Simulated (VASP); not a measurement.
# O (P4/mmm) in VASP: single point with PBEsol

Aim: the single point of O with PBEsol.

All numbers are computed with VASP 6.6.1; they aren't measurements. Logs are shortened: lines on timing, memory, paths and dates and some standing lists are left out, and cuts for length are marked.

**1. The cell of the first run**

Symmetry: P4/mmm, No. 123, tetragonal system. Conventional cell: a = 2.525 Å, b = 2.525 Å, c = 7.956 Å, α = 90.00°, β = 90.00°, γ = 90.00°. O (site symmetry 4/mmm) has 4 O at 2.53 Å within 3.3 Å.

**2. Single point, PBEsol**

INCAR

```
SYSTEM = O
  PREC = Accurate
  ENCUT = 520
  EDIFF = 1E-6
  ISMEAR = 0
  SIGMA = 0.15
  LREAL = .False.
  LASPH = .True.
  NELM = 80
  ALGO = Normal
  ISIF = 2
  LWAVE = .False.
  LCHARG = .True.
  GGA = PS
  LELF = .True.
  LVHAR = .True.
  NBANDS = 13
```

KPOINTS

```
regular mesh
0
Gamma
  6 6 4
  0 0 0
```

POSCAR

```
O
1.0
    3.5713700000      0.0000000000      0.0000000000
    0.0000000000      3.5713700000      0.0000000000
    0.0000000000      0.0000000000      7.9561300000
O
2
Direct
    0.5000000000      0.5000000000      0.0000000000
    0.0000000000      0.0000000000      0.0000000000
```

Potentials or basis: VASP PAW PBE potentials, release 64 (O).

Started as:

```sh
cat potpaw_PBE.64/O/POTCAR > POTCAR
mpirun -np 1 vasp_std > vasp.out
```

OUTCAR:

```text
SYSTEM = O
   PREC = Accurate
   ENCUT = 520
   EDIFF = 1E-6
   ISMEAR = 0
   LREAL = .False.
   LASPH = .True.
   NELM = 80
   ISIF = 2
   GGA = PS

 ion  position               nearest neighbor table
   1  0.500  0.500  0.000-
   2  0.000  0.000  0.000-

  LATTYP: Found a simple tetragonal cell.
 ALAT       =     3.5713700000
 C/A-ratio  =     2.2277529351

  Lattice vectors:

 A1 = (   3.5713700000,   0.0000000000,   0.0000000000)
 A2 = (   0.0000000000,   3.5713700000,   0.0000000000)
 A3 = (   0.0000000000,   0.0000000000,   7.9561300000)

Analysis of symmetry for initial positions (statically):
=====================================================================
 Subroutine PRICEL returns following result:

  LATTYP: Found a simple tetragonal cell.
 ALAT       =     2.5253399451
 C/A-ratio  =     3.1505184145

  Lattice vectors:

 A1 = (   1.7856850000,  -1.7856850000,   0.0000000000)
 A2 = (   1.7856850000,   1.7856850000,   0.0000000000)
 A3 = (   0.0000000000,   0.0000000000,   7.9561300000)

   2 primitive cells build up your supercell.

 Routine SETGRP: Setting up the symmetry group for a
 simple tetragonal supercell.

 Subroutine GETGRP returns: Found 16 space group operations
 (whereof 16 operations were pure point group operations)
 out of a pool of 16 trial point group operations.

The static configuration has the point symmetry D_4h.

Analysis of symmetry for dynamics (positions and initial velocities):
=====================================================================
 Subroutine PRICEL returns following result:

  LATTYP: Found a simple tetragonal cell.
 ALAT       =     2.5253399451
 C/A-ratio  =     3.1505184145

  Lattice vectors:

 A1 = (   1.7856850000,  -1.7856850000,   0.0000000000)
 A2 = (   1.7856850000,   1.7856850000,   0.0000000000)
 A3 = (   0.0000000000,   0.0000000000,   7.9561300000)

   2 primitive cells build up your supercell.

 Routine SETGRP: Setting up the symmetry group for a
 simple tetragonal supercell.

 Subroutine GETGRP returns: Found 16 space group operations
 (whereof 16 operations were pure point group operations)
 out of a pool of 16 trial point group operations.

The dynamic configuration has the point symmetry D_4h.

 Subroutine INISYM returns: Found 16 space group operations
 (whereof 16 operations are pure point group operations),
 and found     2 'primitive' translations

----------------------------------------------------------------------------------------

                                     Primitive cell

  volume of cell :      50.7390

  direct lattice vectors                    reciprocal lattice vectors
     1.785685000 -1.785685000  0.000000000     0.280004592 -0.280004592  0.000000000
     1.785685000  1.785685000  0.000000000     0.280004592  0.280004592  0.000000000
     0.000000000  0.000000000  7.956130000     0.000000000  0.000000000  0.125689248

  length of vectors
     2.525339945  2.525339945  7.956130000     0.395986292  0.395986292  0.125689248

  position of ions in fractional coordinates (direct lattice)
     0.000000000  0.000000000  0.000000000

  ion indices of the primitive-cell ions
   primitive index   ion index
                 1           1

----------------------------------------------------------------------------------------

 KPOINTS: regular mesh

Automatic generation of k-mesh.
 Grid dimensions read from file:
 generate k-points for:    6    6    4

 Generating k-lattice:

  Cartesian coordinates                     Fractional coordinates (reciprocal lattice)
     0.046667432  0.000000000  0.000000000     0.166666667  0.000000000  0.000000000
     0.000000000  0.046667432  0.000000000     0.000000000  0.166666667  0.000000000
     0.000000000  0.000000000  0.031422312     0.000000000  0.000000000  0.250000000

  Length of vectors
     0.046667432  0.046667432  0.031422312

  Shift w.r.t. Gamma in fractional coordinates (k-lattice)
     0.000000000  0.000000000  0.000000000

 Subroutine IBZKPT returns following result:
 ===========================================

 Found     30 irreducible k-points:

 Following reciprocal coordinates:
            Coordinates               Weight
  0.000000  0.000000  0.000000      1.000000
  0.166667  0.000000  0.000000      4.000000
  0.333333  0.000000  0.000000      4.000000
  0.500000  0.000000  0.000000      2.000000
  0.166667  0.166667  0.000000      4.000000
  0.333333  0.166667  0.000000      8.000000
[... 16 lines left out ...]
  0.333333  0.000000  0.500000      4.000000
  0.500000  0.000000  0.500000      2.000000
 [... further k-points ...]
   k-points           NKPTS =     30   k-points in BZ     NKDIM =     30   number of bands    NBANDS=     13
   number of dos      NEDOS =    301   number of ions     NIONS =      2
   total plane-waves  NPLWV =  47040
   dimension x,y,z NGX =    28 NGY =   28 NGZ =   60
   dimension x,y,z NGXF=    56 NGYF=   56 NGZF=  120
   ions per type =               2
   NGX,Y,Z   is equivalent  to a cutoff of  13.03, 13.03, 12.54 a.u.
   NGXF,Y,Z  is equivalent  to a cutoff of  26.07, 26.07, 25.07 a.u.
 SYSTEM =  O
   PREC   = accura    normal or accurate (medium, high low for compatibility)
   ISTART =      0    job   : 0-new  1-cont  2-samecut
   ICHARG =      2    charge: 1-file 2-atom 10-const
   ISPIN  =      1    spin polarized calculation?
   LNONCOLLINEAR =      F non collinear calculations
   LSORBIT =      F    spin-orbit coupling
   LASPH  =      T    aspherical Exc in radial PAW
   ENCUT  =  520.0 eV  38.22 Ry    6.18 a.u.   6.64  6.64 14.79*2*pi/ulx,y,z
   NELM   =     80;   NELMIN=  2; NELMDL= -5     # of ELM steps
   EDIFF  = 0.1E-05   stopping-criterion for ELM
   LREAL  =      F    real-space projection
[... 7 lines left out ...]
   TEBEG  =    0.0;   TEEND  =   0.0 temperature during run
   PSTRESS=    0.0 pullay stress
   NELECT =      12.0000    total number of electrons
   NUPDOWN=      -1.0000    fix difference up-down
   EMIN   =  10.00;   EMAX   =-10.00  energy-range for DOS
   EFERMI =   0.00;   METHOD = LEGACY
   ISMEAR =     0;   SIGMA  =   0.15  broadening in eV -4-tet -1-fermi 0-gaus
   EFERMI_NEDOS =   21; number of points for ismear=-14 and -15
   IALGO  =     38    algorithm
   IMIX   =      4    mixing-type and parameters
     AMIX     =   0.40;   BMIX     =  1.00
     AMIX_MAG =   1.60;   BMIX_MAG =  1.00
  volume/ion in A,a.u.               =      50.74       342.40
  Fermi-wavevector in a.u.,A,eV,Ry     =   0.803547  1.518484  8.785120  0.645688
  Thomas-Fermi vector in A             =   1.911435
   LORBIT       =      0    0 simple, 1 ext, 2 COOP (PROOUT), +10 PAW based schemes
   GGA     = PS    functional components
   LHFCALC =     F    Hartree Fock is set to
   AEXX    =    0.0000 exact exchange contribution
   IVDW    =     0    specifies the selected vdW correction
   LEPSILON=     F    determine dielectric tensor
   LRPA    =     F    only Hartree local field effects (RPA)
 non-spin polarized calculation
 Gauss-broadening in eV      SIGMA  =   0.15
  energy-cutoff  :      520.00
  volume of cell :      101.48
 maximum number of plane-waves:      2755
 NGX is ok and might be reduce to    28
   NGX = 13   NGY = 13   NGZ = 29

 number of electron      11.9999999 magnetization

 Free energy of the ion-electron system (eV)
  ---------------------------------------------------
  ext. energy  EPLUGINS =         0.00000000
  ---------------------------------------------------
  free energy    TOTEN  =        -3.41152038 eV

  energy without entropy =       -3.34860382  energy(sigma->0) =       -3.38006210

 E-fermi :  -7.6947     XC(G=0):  -3.6554

 val. band max:       -7.7206352577   @ k =   0.3333   0.0000   0.5000
 cond. band min:      -7.6835306026   @ k =   0.3333   0.1667   0.5000
 fundamental gap:      0.0371046551
 Fermi energy:        -7.6947389420

 k-point     1 :       0.0000    0.0000    0.0000
  band No.  band energies     occupation
      1     -23.7976      2.00000
      2     -22.2781      2.00000
      3      -9.1753      2.00000
      4      -9.1753      2.00000
      5      -8.6418      2.00000
      6      -7.3670      0.00200
      7      -6.8651      0.00000
      8      -6.8651      0.00000
      9       0.6895      0.00000
     10       2.7564      0.00000
     11       4.3071      0.00000
     12       7.8327      0.00000
     13       9.8444      0.00000

 k-point     2 :       0.1667    0.0000    0.0000
  band No.  band energies     occupation
      1     -23.6999      2.00000
      2     -22.3833      2.00000
      3      -9.0999      2.00000
      4      -9.0393      2.00000
      5      -8.5493      2.00000
      6      -7.4426      0.01743
      7      -7.1210      0.00000
      8      -7.0427      0.00000
      9       1.0380      0.00000
     10       3.0188      0.00000
     11       4.6868      0.00000
     12       7.6710      0.00000
     13       9.4854      0.00000

 k-point     3 :       0.3333    0.0000    0.0000
  band No.  band energies     occupation
      1     -23.4296      2.00000
      2     -22.6684      2.00000
      3      -8.8410      2.00000
      4      -8.6562      2.00000
      5      -8.3002      2.00000
      6      -7.7207      1.19330
      7      -7.6580      0.72882
      8      -7.5082      0.07857
      9       2.0472      0.00000
     10       3.8082      0.00000
     11       5.7309      0.00000
     12       5.7951      0.00000
     13       7.0226      0.00000
[... 305 lines left out ...]
 k-point    23 :       0.3333    0.0000    0.5000
  band No.  band energies     occupation
      1     -23.4296      2.00000
      2     -22.6685      2.00000
      3      -8.8410      2.00000
      4      -8.6562      2.00000
      5      -8.3006      2.00000
      6      -7.7206      1.19289
      7      -7.6581      0.72942
      8      -7.5082      0.07856
      9       2.4508      0.00000
     10       2.9438      0.00000
     11       6.0514      0.00000
     12       6.4644      0.00000
     13       7.0439      0.00000

 k-point    24 :       0.5000    0.0000    0.5000
  band No.  band energies     occupation
      1     -23.0529      2.00000
      2     -23.0529      2.00000
      3      -8.3617      2.00000
      4      -8.3617      2.00000
      5      -8.1025      1.99988
      6      -8.1025      1.99988
      7      -7.9709      1.99077
      8      -7.9709      1.99077
      9       3.9513      0.00000
     10       3.9513      0.00000
     11       4.5266      0.00000
     12       4.5266      0.00000
     13       8.2384      0.00000

 [... further k-points ...]
[... 5 lines left out ...]
  --------------------------------------------------------------------------------------
  -------------------------------------------------------------------------------------
  Total       -6.4187437     -6.4187437     -0.0584118      0.0000000      0.0000000     -0.0000000
  in kB     -101.3419030   -101.3419030     -0.9222313      0.0000000      0.0000000     -0.0000000
  external PRESSURE =     -67.8686791 kB  Pullay stress =       0.0000000 kB

 VOLUME and BASIS-vectors are now :
 -----------------------------------------------------------------------------
  energy-cutoff  :      520.00
  volume of cell :      101.48
      direct lattice vectors                 reciprocal lattice vectors
     3.571370000  0.000000000  0.000000000     0.280004592  0.000000000  0.000000000
     0.000000000  3.571370000  0.000000000     0.000000000  0.280004592  0.000000000
     0.000000000  0.000000000  7.956130000     0.000000000  0.000000000  0.125689248

 POSITION                                       TOTAL-FORCE (eV/Angst)
 -----------------------------------------------------------------------------------
      1.78568      1.78568      0.00000         0.000000      0.000000     -0.000000
      0.00000      0.00000      0.00000        -0.000000     -0.000000      0.000000
 -----------------------------------------------------------------------------------
    total drift:                                0.000000      0.000000     -0.000000

  FREE ENERGIE OF THE ION-ELECTRON SYSTEM (eV)
  ---------------------------------------------------
  free  energy   TOTEN  =        -3.4115203835 eV

  energy  without entropy=       -3.3486038216  energy(sigma->0) =       -3.38006210
```

It took 18 s on 1 thread of Intel Xeon Platinum 8488C (Sapphire Rapids), shared host; peak memory 0.19 GiB.

What came out:

- Free energy: -3.4115 eV
- Pressure: -6.8 GPa
- Band gap on the k mesh: zero (bands 6 and 7 overlap by 0.60 eV)

Stress tensor (GPa, compression positive):
```
-10.13   0.00   0.00
  0.00 -10.13   0.00
  0.00   0.00  -0.09
```

Caveat: the stress differs along the axes, from -10 to -0 GPa; the nearest neighbours stand farther apart than a usual bond; the PAW data sets were made with another functional, which shifts forces and pressure a little.

The gap in the log of VASP goes by the Fermi energy; the results here count the filled bands.